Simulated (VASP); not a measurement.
Mo: relaxation of cell and atoms with PBEsol

Crystal: Mo.

```
Mo
1.0
    -1.57342    1.57342    1.57342
     1.57342   -1.57342    1.57342
     1.57342    1.57342   -1.57342
Mo
1
Direct
  0.00000 0.00000 0.00000
```

* Program: VASP 6.6.1
* Task: relaxation of cell and atoms
* Functional: PBEsol
* Potentials or basis: VASP PAW PBE potentials, release 64 (Mo_sv)
* Cutoff: 600 eV
* k mesh: 18 × 18 × 18
* Occupations: gaussian, width 0.1 eV
* Spin: no spin polarisation
* Dipole correction: no
* Further INCAR settings: ALGO = Normal; EDIFF = 1e-07; IBRION = 2; EDIFFG = -0.005; NSW = 100; ISIF = 3

```yaml
Relaxed_volume: 15.35 Å³/atom
Relaxed_cell: a = 2.711 Å, b = 2.711 Å, c = 2.711 Å, α = 109.47°, β = 109.47°, γ = 109.47°
Space_group_after_relaxing_to_0.05_Å: Im-3m (No. 229)
Energy_gained_by_relaxing: 3.1 meV/atom
Ionic_steps: 4
Pressure_after_relaxing: 0.0 GPa
Band_gap_on_the_k_mesh: zero (band 7 reaches 16.88 eV, above the bottom of band 8 at 11.36 eV)
```

Step by step:
| step | energy change (eV) | largest force (eV/Å) | pressure (GPa) | volume (Å³) |
| --- | --- | --- | --- | --- |
| 1 | 0.0000 | 0.0000 | -4.13 | 15.58 |
| 2 | 0.0234 | 0.0000 | 13.51 | 14.69 |
| 3 | -0.0031 | 0.0000 | -0.07 | 15.35 |
| 4 | -0.0031 | 0.0000 | 0.01 | 15.35 |

Final structure:
```
Mo
1.0
    -1.56548    1.56548    1.56548
     1.56548   -1.56548    1.56548
     1.56548    1.56548   -1.56548
Mo
1
Direct
  0.00000 0.00000 0.00000
```

Levels at points of the mesh, in eV from the Fermi level:
```
           k point  band 4  band 5  band 6  band 7  band 8  band 9  band 10  band 11
(0.00, 0.00, 0.00)  -34.46   -7.36   -1.42   -1.42   -1.42    1.66     1.66    14.82
(0.50, 0.00, 0.00)  -34.47   -5.48   -3.52    1.66    1.71    2.35     4.89    11.90
(0.50, 0.50, 0.50)  -35.49   -5.63   -5.63    4.10    4.10    4.10     9.15     9.15
```

Wall time 28 s on 1 thread of Intel(R) Xeon(R) 6975P-C (Granite Rapids) (shared host), peak memory 0.18 GiB.

Caveat: the PAW data sets were made with another functional, which shifts forces and pressure a little.
